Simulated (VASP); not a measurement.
# Fe (P6/mmm) in VASP: density of states with PBE

Aim: the density of states of Fe with PBE.

All numbers are computed with VASP 6.6.1; they aren't measurements. Logs are shortened: lines on timing, memory, paths and dates and some standing lists are left out, and cuts for length are marked.

**1. The cell of the first run**

The structure is hexagonal, space group P6/mmm (No. 191). Conventional cell: a = 3.846 Å, b = 3.846 Å, c = 2.351 Å, α = 90.00°, β = 90.00°, γ = 120.00°. Within 3.1 Å of Fe (site symmetry 6/mmm) lie 14 Fe at 2.35 to 2.51 Å. Within 2.9 Å of Fe (site symmetry -6m2) lie 11 Fe at 2.22 to 2.51 Å.

**2. Density of states, PBE, collinear spin, ferromagnetic start (volume scaled by 0.84)**

Input file POSCAR:

```
Fe
1.0
    3.8464905030      0.0000000000      0.0000000000
   -1.9232452515      3.3311584910      0.0000000000
    0.0000000000      0.0000000000      2.3509885687
Fe
3
Direct
    0.0000000000      0.0000000000      0.0000000000
    0.3333333333      0.6666666667      0.5000000000
    0.6666666667      0.3333333333      0.5000000000
```

Input file INCAR.step1:

```
SYSTEM = Fe
PREC     = Accurate       ! precision mode
ENCUT    = 520            ! plane-wave cutoff, eV
EDIFF    = 1E-6           ! SCF threshold, eV
ISMEAR   = -1             ! smearing method
SIGMA    = 0.08           ! smearing width, eV
LREAL    = .False.        ! projectors in reciprocal space
LASPH    = .True.         ! aspherical terms in the spheres
NELM     = 150            ! most SCF steps
ALGO     = Normal         ! electronic algorithm
ISIF     = 2              ! what is computed and relaxed
LWAVE    = .False.        ! write WAVECAR
LCHARG   = .True.         ! write CHGCAR
ISPIN    = 2              ! spin polarisation
MAGMOM   = 2.5 2.5 2.5    ! initial moments
LMAXMIX  = 4              ! l up to which the mixer works
GGA      = PE             ! functional
NBANDS   = 23             ! bands
```

Input file KPOINTS.step1:

```
Automatic mesh
0
Gamma
  9 9 12
  0 0 0
```

Input file INCAR.step2:

```
SYSTEM = Fe
PREC     = Accurate       ! precision mode
ENCUT    = 520            ! plane-wave cutoff, eV
EDIFF    = 1E-6           ! SCF threshold, eV
ISMEAR   = -5             ! smearing method
SIGMA    = 0.08           ! smearing width, eV
LREAL    = .False.        ! projectors in reciprocal space
LASPH    = .True.         ! aspherical terms in the spheres
NELM     = 150            ! most SCF steps
ALGO     = Normal         ! electronic algorithm
ISIF     = 2              ! what is computed and relaxed
LWAVE    = .False.        ! write WAVECAR
LCHARG   = .False.        ! write CHGCAR
ISPIN    = 2              ! spin polarisation
MAGMOM   = 2.5 2.5 2.5    ! initial moments
LORBIT   = 11             ! projections on sites
LMAXMIX  = 4              ! l up to which the mixer works
GGA      = PE             ! functional
NEDOS    = 2001           ! points of the DOS
ICHARG   = 11             ! starting density
```

Input file KPOINTS.step2:

```
Automatic mesh
0
Gamma
  14 14 18
  0 0 0
```

Potentials or basis: VASP PAW PBE potentials, release 64 (Fe).

Started as:

```console
$ cat potpaw_PBE.64/Fe/POTCAR > POTCAR
$ cp INCAR.step1 INCAR
$ cp KPOINTS.step1 KPOINTS
$ mpirun -np 1 vasp_std > vasp.out
$ cp INCAR.step2 INCAR
$ cp KPOINTS.step2 KPOINTS
$ mpirun -np 1 vasp_std > vasp.out
```

OUTCAR:

```text
SYSTEM = Fe
   PREC = Accurate
   ENCUT = 520
   EDIFF = 1E-6
   ISMEAR = -5
   LREAL = .False.
   LASPH = .True.
   NELM = 150
   ISIF = 2
   ISPIN = 2
   LORBIT = 11
   GGA = PE
   ICHARG = 11

 ion  position               nearest neighbor table
   1  0.000  0.000  0.000-   2 2.51   3 2.51   2 2.51   3 2.51   2 2.51   2 2.51   3 2.51   3 2.51
                             3 2.51   3 2.51   2 2.51   2 2.51
   2  0.333  0.667  0.500-   3 2.22   3 2.22   3 2.22   1 2.51   1 2.51   1 2.51   1 2.51   1 2.51
                             1 2.51
   3  0.667  0.333  0.500-   2 2.22   2 2.22   2 2.22   1 2.51   1 2.51   1 2.51   1 2.51   1 2.51
                             1 2.51

  LATTYP: Found a hexagonal cell.
 ALAT       =     3.8464905030
 C/A-ratio  =     0.6112035287

  Lattice vectors:

 A1 = (   3.8464905030,   0.0000000000,   0.0000000000)
 A2 = (  -1.9232452515,   3.3311584910,   0.0000000000)
 A3 = (   0.0000000000,   0.0000000000,   2.3509885687)

Analysis of symmetry for initial positions (statically):
=====================================================================
 Subroutine PRICEL returns:
 Original cell was already a primitive cell.

 Routine SETGRP: Setting up the symmetry group for a
 hexagonal supercell.

 Subroutine GETGRP returns: Found 24 space group operations
 (whereof 24 operations were pure point group operations)
 out of a pool of 24 trial point group operations.

The static configuration has the point symmetry D_6h.

Analysis of symmetry for dynamics (positions and initial velocities):
=====================================================================
 Subroutine PRICEL returns:
 Original cell was already a primitive cell.

 Routine SETGRP: Setting up the symmetry group for a
 hexagonal supercell.

 Subroutine GETGRP returns: Found 24 space group operations
 (whereof 24 operations were pure point group operations)
 out of a pool of 24 trial point group operations.

The dynamic configuration has the point symmetry D_6h.

Analysis of structural, dynamic, and magnetic symmetry:
=====================================================================
 Subroutine PRICEL returns:
 Original cell was already a primitive cell.

 Routine SETGRP: Setting up the symmetry group for a
 hexagonal supercell.

 Subroutine GETGRP returns: Found 24 space group operations
 (whereof 24 operations were pure point group operations)
 out of a pool of 24 trial point group operations.
[... 128 lines left out ...]
  Thomas-Fermi vector in A             =   2.626887
   LORBIT       =     11    0 simple, 1 ext, 2 COOP (PROOUT), +10 PAW based schemes
   GGA     = PE    functional components
   LHFCALC =     F    Hartree Fock is set to
   AEXX    =    0.0000 exact exchange contribution
   IVDW    =     0    specifies the selected vdW correction
   LEPSILON=     F    determine dielectric tensor
   LRPA    =     F    only Hartree local field effects (RPA)
 spin polarized calculation
 Fermi weights with tetrahedron method with Bloechl corrections
  energy-cutoff  :      520.00
  volume of cell :       30.12
 maximum number of plane-waves:       824
 NGX is ok and might be reduce to    30

 number of electron      24.0000012 magnetization      -0.0021174

 Free energy of the ion-electron system (eV)
  ---------------------------------------------------
  ext. energy  EPLUGINS =         0.00000000
  ---------------------------------------------------
  free energy    TOTEN  =       -23.90465293 eV

  energy without entropy =      -23.90465293  energy(sigma->0) =      -23.90465293

 E-fermi :   7.2289     XC(G=0): -13.8658

 val. band max:        7.3333156741   @ k =   0.4286   0.0714   0.0000
 cond. band min:       7.2271680318   @ k =   0.2857   0.2857   0.1667
 fundamental gap:     -0.1061476424
 Fermi energy:         7.2289233175

 spin component 1

 k-point     1 :       0.0000    0.0000    0.0000
  band No.  band energies     occupation
      1      -1.9056      1.00000
      2       2.6213      1.00000
      3       4.2193      1.00000
      4       4.2194      1.00000
      5       4.2547      1.00000
      6       4.2548      1.00000
[... 541 lines left out ...]
     19      19.8234      0.00000
     20      21.2769      0.00000

 [... further k-points ...]

 spin component 2

 k-point     1 :       0.0000    0.0000    0.0000
  band No.  band energies     occupation
      1      -1.9055      1.00000
      2       2.6206      1.00000
      3       4.2181      1.00000
      4       4.2182      1.00000
      5       4.2551      1.00000
      6       4.2551      1.00000
[... 541 lines left out ...]
     19      19.8231      0.00000
     20      21.2767      0.00000

 [... further k-points ...]

------------------------ aborting loop because EDIFF is reached ----------------------------------------

  FORCE on cell =-STRESS in cart. coord.  units (eV):
  Direction    XX          YY          ZZ          XY          YZ          ZX
  --------------------------------------------------------------------------------------
  -------------------------------------------------------------------------------------
  Total        0.5309037      0.5309037      2.6209248      0.0000000     -0.0000000      0.0000000
  in kB       28.2368260     28.2368260    139.3973948      0.0000000     -0.0000000      0.0000000
  external PRESSURE =      65.2903490 kB  Pullay stress =       0.0000000 kB

 VOLUME and BASIS-vectors are now :
 -----------------------------------------------------------------------------
  energy-cutoff  :      520.00
  volume of cell :       30.12
      direct lattice vectors                 reciprocal lattice vectors
     3.846490503  0.000000000  0.000000000     0.259977244  0.150097932  0.000000000
    -1.923245252  3.331158491  0.000000000     0.000000000  0.300195864  0.000000000
     0.000000000  0.000000000  2.350988569     0.000000000  0.000000000  0.425352983

 POSITION                                       TOTAL-FORCE (eV/Angst)
 -----------------------------------------------------------------------------------
      0.00000      0.00000      0.00000        -0.000000      0.000000      0.000000
     -0.00000      2.22077      1.17549        -0.000000      0.000000     -0.000000
      1.92325      1.11039      1.17549         0.000000     -0.000000      0.000000
 -----------------------------------------------------------------------------------
    total drift:                               -0.000000      0.000000     -0.000000

  FREE ENERGIE OF THE ION-ELECTRON SYSTEM (eV)
  ---------------------------------------------------
  free  energy   TOTEN  =       -23.9046529331 eV

  energy  without entropy=      -23.9046529331  energy(sigma->0) =      -23.90465293

 total charge

# of ion       s       p       d       tot
------------------------------------------
    1        0.522   0.638   6.323   7.483
    2        0.557   0.657   6.401   7.614
    3        0.557   0.657   6.401   7.614
--------------------------------------------------
tot          1.636   1.951  19.125  22.712

 magnetization (x)

# of ion       s       p       d       tot
------------------------------------------
    1       -0.000  -0.000  -0.004  -0.004
    2        0.000   0.000   0.001   0.001
    3        0.000   0.000   0.001   0.001
--------------------------------------------------
tot          0.000   0.000  -0.002  -0.002
```

OSZICAR.step1:

```text
N       E                     dE             d eps       ncg     rms          rms(c)
DAV:   1     0.148215170940E+03    0.14822E+03   -0.10421E+04  8152   0.139E+03
DAV:   2    -0.199796260538E+02   -0.16819E+03   -0.15590E+03  7756   0.269E+02
DAV:   3    -0.265385229338E+02   -0.65589E+01   -0.62768E+01  8862   0.755E+01
[... 32 lines left out ...]
DAV:  36    -0.239630195692E+02   -0.13794E-04   -0.24595E-03 10436   0.479E-01    0.258E-02
DAV:  37    -0.239630084956E+02    0.11074E-04   -0.28014E-04 11821   0.168E-01    0.196E-02
DAV:  38    -0.239630105398E+02   -0.20441E-05   -0.18951E-05  9409   0.430E-02    0.123E-02
DAV:  39    -0.239630120850E+02   -0.15452E-05   -0.33680E-05  7623   0.616E-02    0.637E-03
DAV:  40    -0.239630127883E+02   -0.70335E-06   -0.28551E-06  4669   0.171E-02
   1 F= -.23963013E+02 E0= -.23906929E+02  d E =-.112168E+00  mag=    -0.0021
```

Wall time 3.6 min (1 thread of Intel Xeon 6975P-C (Granite Rapids), shared host); peak memory 0.3 GiB.

What came out:

* Net moment: 0.00 μB per cell
* Valence electrons inside the program's atomic spheres: Fe 7.48, 7.61

Caveat: the starting moments collapsed, and a magnetic state may lie lower; tetrahedron occupations give inexact forces and stress in metals.
